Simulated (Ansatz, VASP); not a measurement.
Lu: VASP beside Ansatz

The input INCAR:

```
  PREC = Accurate
  ENCUT = 520
  EDIFF = 1E-6
  ISMEAR = -1
  SIGMA = 0.08
  LREAL = False
  LASPH = True
  NELM = 60
  ALGO = Normal
  ISIF = 2
  LWAVE = False
  LCHARG = False
  GGA = CA
  NBANDS = 18
```

File KPOINTS:

```
regular mesh
0
Gamma
  14 14 14
```

File POSCAR:

```
Lu
1.0
    3.0491889883      0.0000000000      0.0000000000
    0.0000000000      3.0491889883      0.0000000000
    0.0000000000      0.0000000000      3.0491889883
Lu
1
Direct
    0.0000000000      0.0000000000      0.0000000000
```

Input for Ansatz:

```yaml
crystal:
  lattice:
    - [3.0491889883, 0.0, 0.0]
    - [0.0, 3.0491889883, 0.0]
    - [0.0, 0.0, 3.0491889883]
  atoms:
    - { symbol: Lu, position: [0.0, 0.0, 0.0] }
kpoints:
  mp_grid: { grid: [14, 14, 14] }
  band_path:
    path:
      - [0.0, 0.0, 0.0]
      - [0.0, 0.5, 0.0]
      - [0.5, 0.5, 0.0]
      - [0.0, 0.0, 0.0]
      - [0.5, 0.5, 0.5]
      - [0.0, 0.5, 0.0]
      - [0.5, 0.5, 0.5]
      - [0.5, 0.5, 0.0]
    npoints: 14
scf:
  occupations: { method: fermi_dirac, width: 0.08 }
hamiltonian:
  xc: lda
  pseudopotentials: { kind: all_electron, lapw: { basis_error: 0.001 } }
output:
  forces: true
  stress: true
  eigenvalues: true
  populations: true
  dos: { projected: true, de: 0.2, e_range: [-14, 8] }
```

Alike in both runs: task single point; functional LDA; k mesh 14 × 14 × 14; occupations fermi-dirac, width 0.08 eV; no spin polarisation.

|  | VASP | Ansatz |
| --- | --- | --- |
| version | VASP 6.6.1 | Ansatz 0.2.0 |
| potentials or method | VASP PAW PBE potentials, release 64 (Lu), cutoff 520 eV | all-electron LAPW, scalar-relativistic |

Ansatz gave:

| Quantity | Value |
| --- | --- |
| pressure (GPa) | 0.0 |

Question: What did VASP give for the same quantities?

Answer: Pressure (GPa): 0.1.

VASP's potentials were made for PBE, not for LDA. LDA's correlation is that of Perdew and Zunger in VASP and of Perdew and Wang (1992) in Ansatz. Ansatz ran all-electron here, and VASP with PAW potentials.

Neither program's run includes spin-orbit coupling.
